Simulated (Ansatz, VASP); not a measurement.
## Nb in VASP and in Ansatz

```
Nb
1.0
     2.68615    0.00000    0.00000
     0.00000    2.68615    0.00000
     0.00000    0.00000    2.68615
Nb
1
Direct
  0.00000 0.00000 0.00000
```

Alike in both runs: task single point; functional PBEsol; k mesh 13 × 13 × 13; occupations fermi-dirac, width 0.1 eV; no spin polarisation.

|  | VASP | Ansatz |
| --- | --- | --- |
| version | VASP 6.6.1 | Ansatz 0.2.0 |
| potentials or method | VASP PAW PBE potentials, release 64 (Nb_sv), cutoff 520 eV | plane waves (420 eV) with PAW, scalar-relativistic |
| valence electrons in the cell | 13 | 13 |

```tsv
	VASP	Ansatz	Ansatz less VASP
pressure (GPa)	-0.6	-0.4	+0.16
```

VASP's potentials were made for PBE, not for PBEsol, and Ansatz warns of the same on its side.
